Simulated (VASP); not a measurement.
# HfN in VASP: a series of runs

Runs on HfN. Level: PBE. Tasks: single point.

All numbers are computed with VASP 6.6.1; they aren't measurements. Logs are shortened: lines on timing, memory, paths and dates and some standing lists are left out, and cuts for length are marked.

### Step 1. The cell of the first run

The structure is cubic, space group Fm-3m (No. 225). Conventional cell: a = 4.512 Å, b = 4.512 Å, c = 4.512 Å, α = 90.00°, β = 90.00°, γ = 90.00°. Within 3.0 Å of Hf (site symmetry m-3m) lie 6 N at 2.26 Å. N (site symmetry m-3m) has 6 Hf at 2.26 Å within 3.0 Å.

### Step 2. Single point, PBE

Contents of INCAR:

```
SYSTEM = HfN
PREC = Accurate
ENCUT = 520
EDIFF = 1E-7
ISMEAR = 0
SIGMA = 0.1
LREAL = .FALSE.
LASPH = .TRUE.
NELM = 60
ALGO = Normal
ISIF = 2
LWAVE = .FALSE.
LCHARG = .FALSE.
GGA = PE
NBANDS = 14
```

Contents of KPOINTS:

```
regular mesh
0
G
  13 13 13
  0 0 0
```

Contents of POSCAR:

```
HfN
1.0
    0.0000000000      2.2560000000      2.2560000000
    2.2560000000      0.0000000000      2.2560000000
    2.2560000000      2.2560000000      0.0000000000
Hf N
1 1
Direct
    0.0000000000      0.0000000000      0.0000000000
    0.5000000000      0.5000000000      0.5000000000
```

Potentials or basis: VASP PAW PBE potentials, release 64 (Hf_pv, N).

Command:

```
$ cat potpaw_PBE.64/Hf_pv/POTCAR potpaw_PBE.64/N/POTCAR > POTCAR
$ mpirun -np 1 vasp_std > vasp.out
```

OUTCAR:

```text
SYSTEM = HfN
   PREC = Accurate
   ENCUT = 520
   EDIFF = 1E-7
   ISMEAR = 0
   LREAL = .FALSE.
   LASPH = .TRUE.
   NELM = 60
   ISIF = 2
   GGA = PE

 ion  position               nearest neighbor table
   1  0.000  0.000  0.000-   2 2.26   2 2.26   2 2.26   2 2.26   2 2.26   2 2.26
   2  0.500  0.500  0.500-   1 2.26   1 2.26   1 2.26   1 2.26   1 2.26   1 2.26

  LATTYP: Found a face centered cubic cell.
 ALAT       =     4.5120000000

  Lattice vectors:

 A1 = (   0.0000000000,   2.2560000000,   2.2560000000)
 A2 = (   2.2560000000,   0.0000000000,   2.2560000000)
 A3 = (   2.2560000000,   2.2560000000,   0.0000000000)

Analysis of symmetry for initial positions (statically):
=====================================================================
 Subroutine PRICEL returns:
 Original cell was already a primitive cell.

 Routine SETGRP: Setting up the symmetry group for a
 face centered cubic supercell.

 Subroutine GETGRP returns: Found 48 space group operations
 (whereof 48 operations were pure point group operations)
 out of a pool of 48 trial point group operations.

The static configuration has the point symmetry O_h .

Analysis of symmetry for dynamics (positions and initial velocities):
=====================================================================
 Subroutine PRICEL returns:
 Original cell was already a primitive cell.

 Routine SETGRP: Setting up the symmetry group for a
 face centered cubic supercell.

 Subroutine GETGRP returns: Found 48 space group operations
 (whereof 48 operations were pure point group operations)
 out of a pool of 48 trial point group operations.

The dynamic configuration has the point symmetry O_h .

 Subroutine INISYM returns: Found 48 space group operations
 (whereof 48 operations are pure point group operations),
 and found     1 'primitive' translations

----------------------------------------------------------------------------------------

                                     Primitive cell

  volume of cell :      22.9640

  direct lattice vectors                    reciprocal lattice vectors
     0.000000000  2.256000000  2.256000000    -0.221631206  0.221631206  0.221631206
     2.256000000  0.000000000  2.256000000     0.221631206 -0.221631206  0.221631206
     2.256000000  2.256000000  0.000000000     0.221631206  0.221631206 -0.221631206

  length of vectors
     3.190465797  3.190465797  3.190465797     0.383876509  0.383876509  0.383876509

  position of ions in fractional coordinates (direct lattice)
[... 83 lines left out ...]
   IBRION =     -1    ionic relax: 0-MD 1-quasi-New 2-CG
   NFREE  =      0    steps in history (QN), initial steepest desc. (CG)
   ISIF   =      2    stress and relaxation
   ISYM   =      2    0-nonsym 1-usesym 2-fastsym
   POTIM  = 0.5000    time-step for ionic-motion
   TEBEG  =    0.0;   TEEND  =   0.0 temperature during run
   PSTRESS=    0.0 pullay stress
   NELECT =      15.0000    total number of electrons
   NUPDOWN=      -1.0000    fix difference up-down
   EMIN   =  10.00;   EMAX   =-10.00  energy-range for DOS
   EFERMI =   0.00;   METHOD = LEGACY
   ISMEAR =     0;   SIGMA  =   0.10  broadening in eV -4-tet -1-fermi 0-gaus
   EFERMI_NEDOS =   21; number of points for ismear=-14 and -15
   IALGO  =     38    algorithm
   IMIX   =      4    mixing-type and parameters
     AMIX     =   0.40;   BMIX     =  1.00
     AMIX_MAG =   1.60;   BMIX_MAG =  1.00
  volume/ion in A,a.u.               =      11.48        77.48
  Fermi-wavevector in a.u.,A,eV,Ry     =   1.420440  2.684242 27.451783  2.017649
  Thomas-Fermi vector in A             =   2.541355
   LORBIT       =      0    0 simple, 1 ext, 2 COOP (PROOUT), +10 PAW based schemes
   GGA     = PE    functional components
   LHFCALC =     F    Hartree Fock is set to
   AEXX    =    0.0000 exact exchange contribution
   IVDW    =     0    specifies the selected vdW correction
   LEPSILON=     F    determine dielectric tensor
   LRPA    =     F    only Hartree local field effects (RPA)
 non-spin polarized calculation
 Gauss-broadening in eV      SIGMA  =   0.10
  energy-cutoff  :      520.00
  volume of cell :       22.96
 maximum number of plane-waves:       628
   NGX = 11   NGY = 11   NGZ = 11

 number of electron      15.0000001 magnetization

 Free energy of the ion-electron system (eV)
  ---------------------------------------------------
  ext. energy  EPLUGINS =         0.00000000
  ---------------------------------------------------
  free energy    TOTEN  =       -21.75354743 eV

  energy without entropy =      -21.75040309  energy(sigma->0) =      -21.75197526

 E-fermi :   8.4842     XC(G=0): -12.7530

 val. band max:        8.4805746871   @ k =   0.1538   0.0000   0.0000
 cond. band min:       8.5360934946   @ k =  -0.3846   0.3077   0.0000
 fundamental gap:      0.0555188075
 Fermi energy:         8.4842244176

 k-point     1 :       0.0000    0.0000    0.0000
  band No.  band energies     occupation
      1     -22.7147      2.00000
      2     -22.7147      2.00000
      3     -22.7147      2.00000
      4      -9.1128      2.00000
      5       5.3884      2.00000
      6       5.3884      2.00000
      7       5.3884      2.00000
      8       8.0726      2.00000
      9       8.0726      2.00000
     10       8.0726      2.00000
     11      10.2560      0.00000
     12      10.4004      0.00000
     13      10.4004      0.00000
     14      17.9958      0.00000
[... 377 lines left out ...]
      1     -23.5520      2.00000
      2     -22.9052      2.00000
      3     -22.8566      2.00000
      4      -6.8960      2.00000
      5       0.4454      2.00000
      6       2.4932      2.00000
      7       2.8421      2.00000
      8       8.9713      0.00000
      9      12.2180      0.00000
     10      12.4770      0.00000
     11      14.2035      0.00000
     12      15.4399      0.00000
     13      17.3341      0.00000
     14      19.5865      0.00000

 [... further k-points ...]
[... 5 lines left out ...]
  --------------------------------------------------------------------------------------
  -------------------------------------------------------------------------------------
  Total        0.5946118      0.5946118      0.5946118      0.0000000     -0.0000000      0.0000000
  in kB       41.4855481     41.4855481     41.4855481      0.0000000     -0.0000000      0.0000000
  external PRESSURE =      41.4855481 kB  Pullay stress =       0.0000000 kB

 VOLUME and BASIS-vectors are now :
 -----------------------------------------------------------------------------
  energy-cutoff  :      520.00
  volume of cell :       22.96
      direct lattice vectors                 reciprocal lattice vectors
     0.000000000  2.256000000  2.256000000    -0.221631206  0.221631206  0.221631206
     2.256000000  0.000000000  2.256000000     0.221631206 -0.221631206  0.221631206
     2.256000000  2.256000000  0.000000000     0.221631206  0.221631206 -0.221631206

 POSITION                                       TOTAL-FORCE (eV/Angst)
 -----------------------------------------------------------------------------------
      0.00000      0.00000      0.00000        -0.000000     -0.000000     -0.000000
      2.25600      2.25600      2.25600         0.000000      0.000000      0.000000
 -----------------------------------------------------------------------------------
    total drift:                                0.000000     -0.000000     -0.000000

  FREE ENERGIE OF THE ION-ELECTRON SYSTEM (eV)
  ---------------------------------------------------
  free  energy   TOTEN  =       -21.7535474255 eV

  energy  without entropy=      -21.7504030850  energy(sigma->0) =      -21.75197526
```

stdout:

```text
POSCAR found type information on POSCAR HfN
 POSCAR found :  2 types and       2 ions
 scaLAPACK will be used
 LDA part: xc-table for (Slater+PW92), standard interpolation
 POSCAR, INCAR and KPOINTS ok, starting setup
 FFT: planning ... GRIDC
 FFT: planning ... GRID_SOFT
 FFT: planning ... GRID
 WAVECAR not read
 entering main loop
```

It took 42 s on 1 thread of AMD EPYC 7R13, shared host; peak memory 0.13 GiB.

What came out:

- Free energy: -21.7535 eV
- Pressure: 4.1 GPa

Caveat: spin-orbit coupling is left out, which moves the levels of the heavy elements.

### Step 3. Single point, PBE

Contents of INCAR:

```
SYSTEM = HfN
  ALGO = Normal
  EDIFF = 1E-7
  ENCUT = 520
  GGA = PE
  ISIF = 2
  ISMEAR = 0
  LASPH = .True.
  LCHARG = .True.
  LELF = .True.
  LREAL = .False.
  LVHAR = .True.
  LWAVE = .False.
  NBANDS = 14
  NELM = 80
  PREC = Accurate
  SIGMA = 0.1
```

Contents of KPOINTS:

```
k-points
0
Gamma
  13 13 13
  0 0 0
```

Contents of POSCAR:

```
HfN
1.0
   -0.0676800000      2.2221600000      2.2221600000
    2.2221600000     -0.0676800000      2.2221600000
    2.2221600000      2.2221600000     -0.0676800000
Hf N
1 1
Direct
    0.0000000000      0.0000000000      0.0000000000
    0.5000000000      0.5000000000      0.5000000000
```

Potentials or basis: VASP PAW PBE potentials, release 64 (Hf_pv, N).

Command:

```
$ cat potpaw_PBE.64/Hf_pv/POTCAR potpaw_PBE.64/N/POTCAR > POTCAR
$ mpirun -np 1 vasp_std > vasp.out
```

Run time: 2.1 min. Hardware: 1 thread of AMD EPYC 7R13, shared host; peak memory 0.17 GiB.

The run converged. Its results:

```yaml
Free_energy: -21.7281 eV
Pressure: 4.4 GPa
```

Stress tensor (GPa, compression positive):
```
4.40 3.92 3.92
3.92 4.40 3.92
3.92 3.92 4.40
```

Levels at points of the mesh, in eV from the Fermi level:
```csv
k point,band 4,band 5,band 6,band 7,band 8,band 9,band 10,band 11
"(0.00, 0.00, 0.00)",-17.55,-3.11,-3.11,-2.88,-0.62,-0.62,0.03,1.94
```

Caveat: spin-orbit coupling is left out, which moves the levels of the heavy elements.
